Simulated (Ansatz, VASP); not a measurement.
One calculation of CoNiO2, two programs

File INCAR:

```
PREC     = Accurate       # precision mode
ENCUT    = 520            # plane-wave cutoff, eV
EDIFF    = 1E-6           # SCF threshold, eV
ISMEAR   = -1             # smearing method
SIGMA    = 0.05           # smearing width, eV
LREAL    = False          # projectors in reciprocal space
LASPH    = True           # aspherical terms in the spheres
NELM     = 150            # most SCF steps
ALGO     = Normal         # electronic algorithm
ISIF     = 2              # what is computed and relaxed
LWAVE    = False          # write WAVECAR
LCHARG   = False          # write CHGCAR
ISPIN    = 2              # spin polarisation
MAGMOM   = 0.68 -1.03 0 0 # initial moments
LORBIT   = 11             # projections on sites
LMAXMIX  = 4              # l up to which the mixer works
GGA      = PS             # functional
NBANDS   = 28             # bands
```

Contents of KPOINTS:

```
regular mesh
0
Gamma
  9 9 6
```

The input POSCAR:

```
CoNiO2
1.0
    3.0143330000      0.0000000000      0.0000000000
    0.0000000000      3.0143330000      0.0000000000
    0.0000000000      0.0000000000      4.2222850000
Ni Co O
1 1 2
Direct
    0.0000000000      0.0000000000      0.0000000000
    0.5000000000      0.5000000000      0.5000000000
    0.0000000000      0.0000000000      0.5000000000
    0.5000000000      0.5000000000      0.0000000000
```

input.yaml

```yaml
crystal:
  lattice:
    - [3.014333, 0.0, 0.0]
    - [0.0, 3.014333, 0.0]
    - [0.0, 0.0, 4.222285]
  atoms:
    - { symbol: Ni, position: [0.0, 0.0, 0.0], spin: 0.68 }
    - { symbol: Co, position: [0.5, 0.5, 0.5], spin: -1.03 }
    - { symbol: O, position: [0.0, 0.0, 0.5] }
    - { symbol: O, position: [0.5, 0.5, 0.0] }
hamiltonian:
  xc: pbesol
  pseudopotentials: { kind: paw }
magnetization:
  spin_polarized: true
kpoints:
  mp_grid: { grid: [9, 9, 6] }
scf:
  occupations: { method: fermi_dirac, width: 0.05 }
output:
  forces: true
  stress: true
  eigenvalues: true
```

Alike in both runs: task single point; functional PBEsol; k mesh 9 × 9 × 6; occupations fermi-dirac, width 0.05 eV; collinear spin.

```csv
,VASP,Ansatz
version,VASP 6.6.1,Ansatz 0.2.0
potentials or method,"VASP PAW PBE potentials, release 64 (Ni, Co, O)",Ansatz PAW
plane-wave cutoff (eV),520,420
valence electrons in the cell,31,47
```

VASP gave:

```
gap on the k mesh at the Fermi level (eV)                     : none
pressure (GPa)                                                : -15.0
traceless stress, the component that is largest in VASP (GPa) : 1.32
net moment per atom (μB)                                      : 0.59
size of the moment on the site where the two differ most (μB) : 0.39
```

Task: Estimate Ansatz's values.

Result: gap on the k mesh at the Fermi level (eV): none; pressure (GPa): -11.9; traceless stress, the component that is largest in VASP (GPa): 1.08; net moment per atom (μB): 1.14; size of the moment on the site where the two differ most (μB): 1.34.

The net moments are unlike, so the other rows may belong to different states. VASP's potentials were made for PBE, not for PBEsol. Site moments also hang on the region over which each program counts them. A gap of «none» marks a metal or a gap that the smearing closes. VASP's potentials hold 31 valence electrons a cell and Ansatz's 47, so a difference there can come from the potentials and not from the codes.
